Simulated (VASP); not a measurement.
# BN (Pm) in VASP: notebook

The runs below take BN through single point, with PBE+D3(BJ).

Program: VASP 6.6.1. These are calculated values, not measurements. Logs are shortened: lines on timing, memory, paths and dates and some standing lists are left out, and cuts for length are marked.

**1. The cell of the first run**

Symmetry: Pm, No. 6, monoclinic system. The conventional cell has a = 2.506 Å, b = 6.592 Å, c = 2.506 Å, α = 90.00°, β = 120.00°, γ = 90.00°. Within 1.9 Å of B (site symmetry m) lie 3 N at 1.39 to 1.56 Å. Within 1.9 Å of B (site symmetry m) lie 3 N at 1.43 to 1.49 Å. Within 1.9 Å of N (site symmetry m) lie 3 B at 1.43 to 1.49 Å. Within 1.9 Å of N (site symmetry m) lie 3 B at 1.39 to 1.56 Å.

**2. Single point, PBE+D3(BJ) (atoms displaced along several vibrational modes)**

Input file INCAR:

```
PREC     = Accurate       # precision mode
ENCUT    = 520            # plane-wave cutoff, eV
EDIFF    = 1E-7           # SCF threshold, eV
ISMEAR   = 1              # smearing method
SIGMA    = 0.05           # smearing width, eV
LREAL    = F              # projectors in reciprocal space
LASPH    = T              # aspherical terms in the spheres
NELM     = 60             # most SCF steps
ALGO     = Normal         # electronic algorithm
ISIF     = 2              # what is computed and relaxed
LWAVE    = F              # write WAVECAR
LCHARG   = F              # write CHGCAR
GGA      = PE             # functional
IVDW     = 12             # dispersion correction
NBANDS   = 16             # bands
```

Input file KPOINTS:

```
Automatic mesh
0
Gamma
  12 12 4
```

Input file POSCAR:

```
BN
1.0
    2.5061127838      0.0000000000      0.0000000000
   -1.2530563919      2.1703573356      0.0000000000
    0.0000000000      0.0000000000      6.5923998870
B N
2 2
Direct
   -0.1004938186      0.0294882317      0.5000000000
    0.4539747982      0.6770741131      0.0000000000
    0.1108657136     -0.0080314294      0.0000000000
    0.5402518665      0.3105749947      0.5000000000
```

Potentials or basis: VASP PAW PBE potentials, release 64 (B, N).

On the command line:

```sh
$ cat potpaw_PBE.64/B/POTCAR potpaw_PBE.64/N/POTCAR > POTCAR
$ mpirun -np 1 vasp_std > vasp.out
```

OUTCAR:

```text
PREC = Accurate
   ENCUT = 520
   EDIFF = 1E-7
   ISMEAR = 1
   LREAL = F
   LASPH = T
   NELM = 60
   ISIF = 2
   GGA = PE
   IVDW = 12
 IVDW          = 12

 ion  position               nearest neighbor table
   1  0.900  0.029  0.500-   4 1.39   4 1.39   4 1.56
   2  0.454  0.677  0.000-   3 1.43   3 1.43   3 1.49
   3  0.111  0.992  0.000-   2 1.43   2 1.43   2 1.49
   4  0.540  0.311  0.500-   1 1.39   1 1.39   1 1.56

  LATTYP: Found a hexagonal cell.
 ALAT       =     2.5061127838
 C/A-ratio  =     2.6305280152

  Lattice vectors:

 A1 = (   2.5061127838,   0.0000000000,   0.0000000000)
 A2 = (  -1.2530563919,   2.1703573356,   0.0000000000)
 A3 = (   0.0000000000,   0.0000000000,   6.5923998870)

Analysis of symmetry for initial positions (statically):
=====================================================================
 Subroutine PRICEL returns:
 Original cell was already a primitive cell.

 Routine SETGRP: Setting up the symmetry group for a
 hexagonal supercell.

 Subroutine GETGRP returns: Found  2 space group operations
 (whereof  2 operations were pure point group operations)
 out of a pool of 24 trial point group operations.

The static configuration has the point symmetry C_1h.

Analysis of symmetry for dynamics (positions and initial velocities):
=====================================================================
 Subroutine PRICEL returns:
 Original cell was already a primitive cell.

 Routine SETGRP: Setting up the symmetry group for a
 hexagonal supercell.

 Subroutine GETGRP returns: Found  2 space group operations
 (whereof  2 operations were pure point group operations)
 out of a pool of 24 trial point group operations.

The dynamic configuration has the point symmetry C_1h.

 Subroutine INISYM returns: Found  2 space group operations
 (whereof  2 operations are pure point group operations),
 and found     1 'primitive' translations

----------------------------------------------------------------------------------------

                                     Primitive cell

  volume of cell :      35.8571

  direct lattice vectors                    reciprocal lattice vectors
     2.506112784  0.000000000  0.000000000     0.399024340  0.230376810  0.000000000
    -1.253056392  2.170357336  0.000000000     0.000000000  0.460753620  0.000000000
     0.000000000  0.000000000  6.592399887     0.000000000  0.000000000  0.151689827

  length of vectors
     2.506112784  2.506112784  6.592399887     0.460753620  0.460753620  0.151689827

  position of ions in fractional coordinates (direct lattice)
     0.899506181  0.029488232  0.500000000
     0.453974798  0.677074113  0.000000000
     0.110865714  0.991968571  0.000000000
     0.540251867  0.310574995  0.500000000

  ion indices of the primitive-cell ions
   primitive index   ion index
                 1           1
                 2           2
                 3           3
                 4           4

----------------------------------------------------------------------------------------

 KPOINTS: Automatic mesh

Automatic generation of k-mesh.
 Grid dimensions read from file:
 generate k-points for:   12   12    4

 Generating k-lattice:

  Cartesian coordinates                     Fractional coordinates (reciprocal lattice)
     0.033252028  0.019198068  0.000000000     0.083333333  0.000000000  0.000000000
     0.000000000  0.038396135  0.000000000     0.000000000  0.083333333  0.000000000
     0.000000000  0.000000000  0.037922457     0.000000000  0.000000000  0.250000000

  Length of vectors
     0.038396135  0.038396135  0.037922457

  Shift w.r.t. Gamma in fractional coordinates (k-lattice)
     0.000000000  0.000000000  0.000000000

 Subroutine IBZKPT returns following result:
 ===========================================

 Found    222 irreducible k-points:

 Following reciprocal coordinates:
            Coordinates               Weight
  0.000000  0.000000  0.000000      1.000000
  0.083333 -0.000000  0.000000      2.000000
  0.000000  0.083333  0.000000      2.000000
 -0.083333  0.083333  0.000000      2.000000
  0.166667 -0.000000  0.000000      2.000000
  0.000000  0.166667  0.000000      2.000000
[... 16 lines left out ...]
  0.166667  0.083333  0.000000      2.000000
 -0.083333  0.250000  0.000000      2.000000
 [... further k-points ...]
   k-points           NKPTS =    222   k-points in BZ     NKDIM =    222   number of bands    NBANDS=     16
   number of dos      NEDOS =    301   number of ions     NIONS =      4
   total plane-waves  NPLWV =  20000
   dimension x,y,z NGX =    20 NGY =   20 NGZ =   50
   dimension x,y,z NGXF=    40 NGYF=   40 NGZF=  100
   ions per type =               2   2
   NGX,Y,Z   is equivalent  to a cutoff of  13.27, 13.27, 12.61 a.u.
   NGXF,Y,Z  is equivalent  to a cutoff of  26.53, 26.53, 25.22 a.u.
 SYSTEM =  unknown system
   PREC   = accura    normal or accurate (medium, high low for compatibility)
   ISTART =      0    job   : 0-new  1-cont  2-samecut
   ICHARG =      2    charge: 1-file 2-atom 10-const
   ISPIN  =      1    spin polarized calculation?
   LNONCOLLINEAR =      F non collinear calculations
   LSORBIT =      F    spin-orbit coupling
   LASPH  =      T    aspherical Exc in radial PAW
   ENCUT  =  520.0 eV  38.22 Ry    6.18 a.u.   4.66  4.66 12.26*2*pi/ulx,y,z
   NELM   =     60;   NELMIN=  2; NELMDL= -5     # of ELM steps
   EDIFF  = 0.1E-06   stopping-criterion for ELM
   LREAL  =      F    real-space projection
   EDIFFG = 0.1E-05   stopping-criterion for IOM
   NSW    =      0    number of steps for IOM
   IBRION =     -1    ionic relax: 0-MD 1-quasi-New 2-CG
   NFREE  =      0    steps in history (QN), initial steepest desc. (CG)
   ISIF   =      2    stress and relaxation
   ISYM   =      2    0-nonsym 1-usesym 2-fastsym
   POTIM  = 0.5000    time-step for ionic-motion
   TEBEG  =    0.0;   TEEND  =   0.0 temperature during run
   PSTRESS=    0.0 pullay stress
   NELECT =      16.0000    total number of electrons
   NUPDOWN=      -1.0000    fix difference up-down
   EMIN   =  10.00;   EMAX   =-10.00  energy-range for DOS
   EFERMI =   0.00;   METHOD = LEGACY
   ISMEAR =     1;   SIGMA  =   0.05  broadening in eV -4-tet -1-fermi 0-gaus
   EFERMI_NEDOS =   21; number of points for ismear=-14 and -15
   IALGO  =     38    algorithm
   IMIX   =      4    mixing-type and parameters
     AMIX     =   0.40;   BMIX     =  1.00
     AMIX_MAG =   1.60;   BMIX_MAG =  1.00
  volume/ion in A,a.u.               =       8.96        60.49
  Fermi-wavevector in a.u.,A,eV,Ry     =   1.250997  2.364042 21.293038  1.564994
  Thomas-Fermi vector in A             =   2.384965
   LORBIT       =      0    0 simple, 1 ext, 2 COOP (PROOUT), +10 PAW based schemes
   GGA     = PE    functional components
   LHFCALC =     F    Hartree Fock is set to
   AEXX    =    0.0000 exact exchange contribution
   IVDW    =    12    specifies the selected vdW correction
   LEPSILON=     F    determine dielectric tensor
   LRPA    =     F    only Hartree local field effects (RPA)
 non-spin polarized calculation
 Methfessel and Paxton  Order N= 1 SIGMA  =   0.05
  energy-cutoff  :      520.00
  volume of cell :       35.86
 maximum number of plane-waves:       985
   NGX =  9   NGY =  9   NGZ = 25

 number of electron      15.9999997 magnetization

 Free energy of the ion-electron system (eV)
  ---------------------------------------------------
  ext. energy  EPLUGINS =         0.00000000
  ---------------------------------------------------
  free energy    TOTEN  =       -34.86855133 eV

  energy without entropy =      -34.86857673  energy(sigma->0) =      -34.86855979

 E-fermi :   2.5526     XC(G=0): -10.1155

 val. band max:        2.5173109606   @ k =   0.4167   0.3333   0.0000
 cond. band min:       5.8534402469   @ k =   0.5000   0.5000   0.0000
 fundamental gap:      3.3361292863
 Fermi energy:         2.5525532850

 k-point     1 :       0.0000    0.0000    0.0000
  band No.  band energies     occupation
      1     -15.4821      2.00000
      2     -15.1694      2.00000
      3      -3.9238      2.00000
      4      -1.7426      2.00000
      5      -0.2826      2.00000
      6       0.5067      2.00000
[... 8 lines left out ...]
     15      15.5442      0.00000
     16      15.7971      0.00000

 k-point     2 :       0.0833   -0.0000    0.0000
  band No.  band energies     occupation
      1     -15.3483      2.00000
      2     -15.0410      2.00000
      3      -3.7351      2.00000
      4      -1.5744      2.00000
      5      -0.6850      2.00000
      6       0.0361      2.00000
[... 8 lines left out ...]
     15      15.1352      0.00000
     16      16.0152      0.00000

 k-point     3 :       0.0000    0.0833    0.0000
  band No.  band energies     occupation
      1     -15.3438      2.00000
      2     -15.0352      2.00000
      3      -3.7406      2.00000
      4      -1.5827      2.00000
      5      -0.4713      2.00000
      6       0.2765      2.00000
[... 8 lines left out ...]
     15      15.1106      0.00000
     16      16.3169      0.00000

 k-point     4 :      -0.0833    0.0833    0.0000
  band No.  band energies     occupation
      1     -15.3483      2.00000
      2     -15.0408      2.00000
      3      -3.7356      2.00000
      4      -1.5738      2.00000
      5      -0.6862      2.00000
      6       0.0414      2.00000
[... 8 lines left out ...]
     15      15.1831      0.00000
     16      16.0482      0.00000
[... 324 lines left out ...]
 k-point    22 :      -0.1667    0.0833    0.0000
  band No.  band energies     occupation
      1     -15.0890      2.00000
      2     -14.7930      2.00000
      3      -3.3561      2.00000
      4      -1.5067      2.00000
      5      -1.2336      2.00000
      6      -0.8714      2.00000
[... 8 lines left out ...]
     15      15.4163      0.00000
     16      16.7433      0.00000

 k-point    23 :       0.1667    0.0833    0.0000
  band No.  band energies     occupation
      1     -14.5595      2.00000
      2     -14.2829      2.00000
      3      -2.6410      2.00000
      4      -2.4090      2.00000
      5      -2.0773      2.00000
      6      -0.6301      2.00000
[... 8 lines left out ...]
     15      17.2629      0.00000
     16      17.8805      0.00000

 k-point    24 :      -0.0833    0.2500    0.0000
  band No.  band energies     occupation
      1     -14.5454      2.00000
      2     -14.2631      2.00000
      3      -2.6638      2.00000
      4      -1.8373      2.00000
      5      -1.7704      2.00000
      6      -0.8945      2.00000
[... 8 lines left out ...]
     15      17.5870      0.00000
     16      17.6371      0.00000

 [... further k-points ...]

------------------------ aborting loop because EDIFF is reached ----------------------------------------

 Edisp (eV)   -0.56891

 E8    (eV) :    -0.1668

  FORCE on cell =-STRESS in cart. coord.  units (eV):
  Direction    XX          YY          ZZ          XY          YZ          ZX
  --------------------------------------------------------------------------------------
  -------------------------------------------------------------------------------------
  Total       2.51800    -0.89970     0.13072     0.09444     0.00000     0.00000
  in kB     112.51003   -40.20064     5.84089     4.21969     0.00000     0.00000
  external pressure =       26.05 kB  Pullay stress =        0.00 kB

 VOLUME and BASIS-vectors are now :
 -----------------------------------------------------------------------------
  energy-cutoff  :      520.00
  volume of cell :       35.86
      direct lattice vectors                 reciprocal lattice vectors
     2.506112784  0.000000000  0.000000000     0.399024340  0.230376810  0.000000000
    -1.253056392  2.170357336  0.000000000     0.000000000  0.460753620  0.000000000
     0.000000000  0.000000000  6.592399887     0.000000000  0.000000000  0.151689827

 POSITION                                       TOTAL-FORCE (eV/Angst)
 -----------------------------------------------------------------------------------
      2.21731      0.06400      3.29620         0.018879     -3.859304      0.000000
      0.28930      1.46949      0.00000        -0.037592     -1.542419      0.000000
     -0.96515      2.15293      0.00000        -0.009096      1.508534      0.000000
      0.96476      0.67406      3.29620         0.027808      3.893188      0.000000
 -----------------------------------------------------------------------------------
    total drift:                                0.000037      0.000032     -0.000000

  FREE ENERGIE OF THE ION-ELECTRON SYSTEM (eV)
  ---------------------------------------------------
  free  energy   TOTEN  =       -35.4374583027 eV

  energy  without entropy=      -35.4374837057  energy(sigma->0) =      -35.43746677
```

Wall time 54 s (1 thread of Intel Xeon 6975P-C (Granite Rapids), shared host); peak memory 0.24 GiB.

What came out:

- Free energy: -35.4375 eV
- Pressure: 2.6 GPa
- Largest force: 3.893 eV/Å
- Band gap on the k mesh: 3.34 eV (least direct gap 3.69 eV)
- Dispersion energy per atom: -0.142 eV

Forces in eV/Å, atoms in the order of the input:
```
B    0.019 -3.859  0.000
B   -0.038 -1.542  0.000
N   -0.009  1.509  0.000
N    0.028  3.893  0.000
```

Stress tensor (GPa, compression positive):
```
11.25  0.42  0.00
 0.42 -4.02  0.00
 0.00  0.00  0.58
```

Levels at points of the mesh, in eV from the valence-band top:
| k point | band 4 | band 5 | band 6 | band 7 | band 8 | band 9 | band 10 | band 11 | band 12 | band 13 |
| --- | --- | --- | --- | --- | --- | --- | --- | --- | --- | --- |
| (0.00, 0.00, 0.00) | -4.26 | -2.80 | -2.01 | -1.08 | -0.17 | 5.08 | 9.69 | 10.11 | 10.72 | 11.99 |
| (0.50, 0.00, 0.00) | -9.11 | -4.20 | -3.82 | -1.24 | -0.90 | 4.19 | 4.87 | 9.10 | 9.61 | 12.84 |
| (0.00, 0.50, 0.00) | -8.75 | -5.03 | -4.59 | -1.82 | -1.08 | 4.60 | 6.21 | 9.20 | 9.59 | 12.79 |
| (0.50, 0.50, 0.00) | -9.01 | -4.21 | -3.81 | -1.59 | -0.37 | 3.34 | 5.63 | 9.15 | 9.61 | 12.23 |
| (0.00, 0.00, 0.50) | -5.46 | -2.80 | -2.01 | -1.08 | -0.17 | 7.43 | 7.45 | 9.76 | 10.73 | 12.00 |
| (0.50, 0.00, 0.50) | -9.14 | -4.19 | -3.82 | -1.06 | -0.92 | 4.16 | 4.30 | 9.49 | 9.59 | 13.37 |
| (0.00, 0.50, 0.50) | -8.78 | -5.03 | -4.59 | -1.53 | -1.29 | 4.81 | 5.39 | 9.52 | 9.69 | 13.35 |
| (0.50, 0.50, 0.50) | -9.14 | -4.21 | -3.82 | -1.08 | -0.92 | 4.14 | 4.37 | 9.39 | 9.66 | 13.71 |

Caveat: the cell differs from its parent crystal (atoms displaced along several vibrational modes); the stress differs along the axes, from -4 to 11 GPa; forces of over 1 eV/Å act on the atoms, so gaps and moduli don't describe the material at rest.

**3. Single point, PBE+D3(BJ) (atoms displaced along several vibrational modes)**

Input file INCAR:

```
PREC = Accurate
ENCUT = 520
EDIFF = 1E-7
ISMEAR = 1
SIGMA = 0.05
LREAL = F
LASPH = T
NELM = 100
ALGO = Normal
ISIF = 2
LWAVE = F
LCHARG = F
GGA = PE
IVDW = 12
NBANDS = 16
```

Input file KPOINTS:

```
regular mesh
0
Gamma
  12 12 4
```

Input file POSCAR:

```
BN
1.0
    2.5061127838      0.0000000000      0.0000000000
   -1.2530563919      2.1703573356      0.0000000000
    0.0000000000      0.0000000000      6.5923998870
B N
2 2
Direct
   -0.1299820503     -0.0294882317      0.5000000000
    0.4435673517      0.6562592202      0.0000000000
    0.1188971430      0.0080314294      0.0000000000
    0.5630102051      0.3560916720      0.5000000000
```

Potentials or basis: VASP PAW PBE potentials, release 64 (B, N).

On the command line:

```sh
$ cat potpaw_PBE.64/B/POTCAR potpaw_PBE.64/N/POTCAR > POTCAR
$ mpirun -np 1 vasp_std > vasp.out
```

Run time: 54 s. Hardware: 1 thread of Intel Xeon 6975P-C (Granite Rapids), shared host; peak memory 0.23 GiB.

Results (log left out):

```yaml
Free_energy: -35.3759 eV
Pressure: 3.2 GPa
Largest_force: 5.546 eV/Å
Band_gap_on_the_k_mesh: 3.82 eV (least direct gap 4.17 eV)
Dispersion_energy_per_atom: -0.142 eV
```

Forces on the atoms (eV/Å):
```
B    0.029  5.546  0.000
B   -0.032  1.752  0.000
N   -0.001 -1.784  0.000
N    0.005 -5.513  0.000
```

Stress tensor (GPa, compression positive):
```
-5.62  0.36  0.00
 0.36 14.95  0.00
 0.00  0.00  0.38
```

Levels at points of the mesh, in eV from the valence-band top:
```csv
k point,band 6,band 7,band 8,band 9,band 10,band 11
"(0.00, 0.00, 0.00)",-1.92,-1.01,-0.14,5.17,9.86,10.20
"(0.50, 0.00, 0.00)",-4.34,-1.40,-1.14,4.88,5.51,9.04
"(0.00, 0.50, 0.00)",-3.60,-1.14,-0.58,3.84,4.89,9.52
"(0.50, 0.50, 0.00)",-4.35,-1.81,-0.55,3.93,6.39,9.07
"(0.00, 0.00, 0.50)",-1.92,-1.01,-0.14,7.53,7.54,9.86
"(0.50, 0.00, 0.50)",-4.35,-1.26,-1.12,4.67,5.09,9.42
"(0.00, 0.50, 0.50)",-3.60,-0.91,-0.65,3.87,4.29,9.86
"(0.50, 0.50, 0.50)",-4.37,-1.27,-1.15,4.76,5.08,9.30
```

Caveat: the cell differs from its parent crystal (atoms displaced along several vibrational modes); the stress differs along the axes, from -6 to 15 GPa; forces of over 1 eV/Å act on the atoms, so gaps and moduli don't describe the material at rest. A k mesh can miss the band edges.

[end of part 1 of 2]
